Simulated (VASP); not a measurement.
Input of a VASP 6.6.1 run:

Contents of INCAR:

```
ALGO     = Normal         # electronic algorithm
EDIFF    = 1E-6           # SCF threshold, eV
ENCUT    = 520            # plane-wave cutoff, eV
GGA      = PE             # functional
ISIF     = 2              # what is computed and relaxed
ISMEAR   = -1             # smearing method
LASPH    = True           # aspherical terms in the spheres
LCHARG   = True           # write CHGCAR
LELF     = True           # ELF
LREAL    = False          # projectors in reciprocal space
LVHAR    = True         
LWAVE    = False          # write WAVECAR
NBANDS   = 18             # bands
NELM     = 80             # most SCF steps
PREC     = Accurate       # precision mode
SIGMA    = 0.08           # smearing width, eV
```

Contents of KPOINTS:

```
k-points
0
Gamma
  14 14 14
```

Contents of POSCAR:

```
Y
1.0
   -2.2251688608      2.2251688608      1.3336443967
    2.2251688608     -2.2251688608      1.3336443967
    2.2251688608      2.2251688608     -1.3336443967
Y
2
Direct
   -0.3750000000     -0.1250000000     -0.2500000000
    0.3750000000      0.1250000000      0.2500000000
```

Potentials or basis: VASP PAW PBE potentials, release 64 (Y_sv).

Run with:

```bash
$ cat potpaw_PBE.64/Y_sv/POTCAR > POTCAR
$ mpirun -np 1 vasp_std > vasp.out
```

**Question.** Estimate the band gap on the k mesh.

**Answer.** Zero (bands 11 and 12 overlap by 4.01 eV).

**Question.** What does it give for the pressure?

**Answer.** 150.2 GPa.

Stress tensor (GPa, compression positive):
```
150.43   0.00   0.00
  0.00 150.43   0.00
  0.00   0.00 149.67
```

Caveat: the cell stands under pressure.
